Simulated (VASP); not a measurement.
A run of VASP 6.6.1:

INCAR

```
SYSTEM = Ag
ALGO = Normal
EDIFF = 1E-7
ENCUT = 520
GGA = PE
ISIF = 2
ISMEAR = 0
LASPH = .True.
LCHARG = .True.
LELF = .True.
LREAL = .False.
LVHAR = .True.
LWAVE = .False.
NBANDS = 12
NELM = 80
PREC = Accurate
SIGMA = 0.15
```

File KPOINTS:

```
k-points
0
Gamma
  10 10 10
  0 0 0
```

File POSCAR:

```
Ag
1.0
    0.0000000000      2.0431000000      2.2474100000
    2.0431000000      0.0000000000      2.2474100000
    2.0431000000      2.0431000000      0.0000000000
Ag
1
Direct
    0.0000000000      0.0000000000      0.0000000000
```

Potentials or basis: VASP PAW PBE potentials, release 64 (Ag).

Launch:

```sh
$ cat potpaw_PBE.64/Ag/POTCAR > POTCAR
$ mpirun -np 1 vasp_std > vasp.out
```

Hardware: 1 thread of Intel(R) Xeon(R) Platinum 8375C CPU @ 2.90GHz (Ice Lake) (shared host).

Question: Estimate the wall time of this run.

Answer: Wall time 13 s on 1 thread of Intel(R) Xeon(R) Platinum 8375C CPU @ 2.90GHz (Ice Lake), with other jobs on the host, peak memory 0.15 GiB. Counts: scf iterations 12, k points 102.
